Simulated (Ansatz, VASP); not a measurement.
Two plane-wave programs on H

```
H
1.0
    -1.69153    1.78034    2.05847
     1.69153   -1.78034    2.05847
     1.69153    1.78034   -2.05847
H
2
Direct
  0.90986 0.90986 0.00000
  0.09014 0.09014 0.00000
```

Change from the starting cell: strain +0.0525 x Voigt [0, 1, 0, 0, 0, 0], atoms carried along.

Alike in both runs: task single point; functional LDA; k mesh 10 × 10 × 10; occupations gaussian, width 0.05 eV; no spin polarisation.

```csv
,VASP,Ansatz
version,VASP 6.6.1,Ansatz 0.2.0
potentials or method,"VASP PAW LDA potentials, release 64 (H), cutoff 520 eV","scalar-relativistic, plane waves, PAW"
valence electrons in the cell,2,2
```

|  | VASP | Ansatz | Ansatz less VASP |
| --- | --- | --- | --- |
| gap on the k mesh at the Fermi level (eV) | 8.26 | 8.27 | +0.006 |
| least direct gap on the mesh (eV) | 9.12 | 9.12 | +0.006 |
| pressure (GPa) | 0.7 | 0.9 | +0.17 |
| traceless stress, the component that is largest in VASP (GPa) | 3.09 | 3.09 | -0.005 |
| rms of the force components (eV/Å) | 0.556 | 0.551 | -0.0056 |

LDA's correlation is that of Perdew and Zunger in VASP and of Perdew and Wang (1992) in Ansatz. Atom by atom the forces differ by 0.006 eV/Å (rms over components).
